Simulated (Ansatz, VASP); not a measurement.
# Two plane-wave programs on CaMg2O3

POSCAR

```
CaMg2O3
1.0
    3.1487951315      0.0000000000      0.0000000000
   -1.5743975658      2.7269365752      0.0000000000
    0.0000000000      0.0000000000      7.7326072258
Ca Mg O
1 2 3
Direct
    0.0000000000      0.0000000000      0.0000000000
    0.3333333333      0.6666666667      0.3436237572
    0.6666666667      0.3333333333      0.6563762428
    0.3333333333      0.6666666667      0.8116721807
    0.6666666667      0.3333333333      0.1883278193
    0.0000000000      0.0000000000      0.5000000000
```

File INCAR.step1:

```
SYSTEM = CaMg2O3
PREC = Accurate ; ENCUT = 520
ISMEAR = 0 ; SIGMA = 0.02
LREAL = .False. ; LASPH = .True.
NELM = 80 ; NBANDS = 25
GGA = PE ; ALGO = Normal
EDIFF = 1E-4 ; LWAVE = .True.
LCHARG = .False.
```

Contents of INCAR.step2:

```
SYSTEM = CaMg2O3
PREC = Accurate ; ENCUT = 520
EDIFF = 1E-7 ; ISMEAR = 0
SIGMA = 0.02 ; LREAL = .False.
LASPH = .True. ; NELM = 80
ALGO = Normal ; ISIF = 2
LWAVE = .False. ; LCHARG = .False.
METAGGA = R2SCAN ; LMIXTAU = .True.
NBANDS = 25 ; ISTART = 1
```

Contents of KPOINTS:

```
regular mesh
0
Gamma
  12 12 4
  0 0 0
```

Input for Ansatz:

```yaml
crystal:
  lattice:
    - [3.1487951315, 0.0, 0.0]
    - [-1.5743975658, 2.7269365752, 0.0]
    - [0.0, 0.0, 7.7326072258]
  atoms:
    - { symbol: Ca, position: [0.0, 0.0, 0.0] }
    - { symbol: Mg, position: [0.3333333333, 0.6666666667, 0.3436237572] }
    - { symbol: Mg, position: [0.6666666667, 0.3333333333, 0.6563762428] }
    - { symbol: O, position: [0.3333333333, 0.6666666667, 0.8116721807] }
    - { symbol: O, position: [0.6666666667, 0.3333333333, 0.1883278193] }
    - { symbol: O, position: [0.0, 0.0, 0.5] }
basis:
  ecutwfc: 500
kpoints:
  mp_grid: { grid: [12, 12, 4] }
  band_path:
    path:
      - [[0.0, 0.0, 0.0], [0.5, 0.0, 0.0], [0.33333333, 0.33333333, 0.0], [0.0, 0.0, 0.0], [0.0, 0.0, 0.5], [0.5, 0.0, 0.5], [0.33333333, 0.33333333, 0.5], [0.0, 0.0, 0.5]]
      - [[0.5, 0.0, 0.5], [0.5, 0.0, 0.0]]
      - [[0.33333333, 0.33333333, 0.5], [0.33333333, 0.33333333, 0.0]]
    npoints: 14
hamiltonian:
  xc: r2scan
scf:
  occupations: { method: gaussian, width: 0.02 }
  n_extra_bands: 15
output:
  forces: true
  stress: true
  eigenvalues: true
  populations: true
  dos: { projected: true, de: 0.02, nscf_kmesh: { grid: [18, 18, 6] } }
  bader: true
  write_density: true
  write_potential: true
  elf: true
  volumetric_format: npy
```

Alike in both runs: task single point; functional r2SCAN; k mesh 12 × 12 × 4; occupations gaussian, width 0.02 eV; no spin polarisation.

|  | VASP | Ansatz |
| --- | --- | --- |
| version | VASP 6.6.1 | Ansatz 0.2.0 |
| potentials or method | VASP PAW PBE potentials, release 64 (Ca_sv, Mg, O), cutoff 520 eV | scalar-relativistic, plane waves, PAW |
| valence electrons in the cell | 32 | 48 |

VASP gave:

| Quantity | Value |
| --- | --- |
| gap on the k mesh at the Fermi level (eV) | 4.90 |
| least direct gap on the mesh (eV) | 4.90 |
| pressure (GPa) | -4.1 |
| traceless stress, the component that is largest in VASP (GPa) | 0.36 |
| rms of the force components (eV/Å) | 0.060 |

Task: Estimate Ansatz's values.

Result: gap on the k mesh at the Fermi level (eV): 4.92; least direct gap on the mesh (eV): 4.92; pressure (GPa): -4.1; traceless stress, the component that is largest in VASP (GPa): 0.24; rms of the force components (eV/Å): 0.017.

VASP's potentials were made for PBE, not for r2SCAN. Atom by atom the forces differ by 0.042 eV/Å (rms over components). VASP's potentials hold 32 valence electrons a cell and Ansatz's 48, so a difference there can come from the potentials and not from the codes.
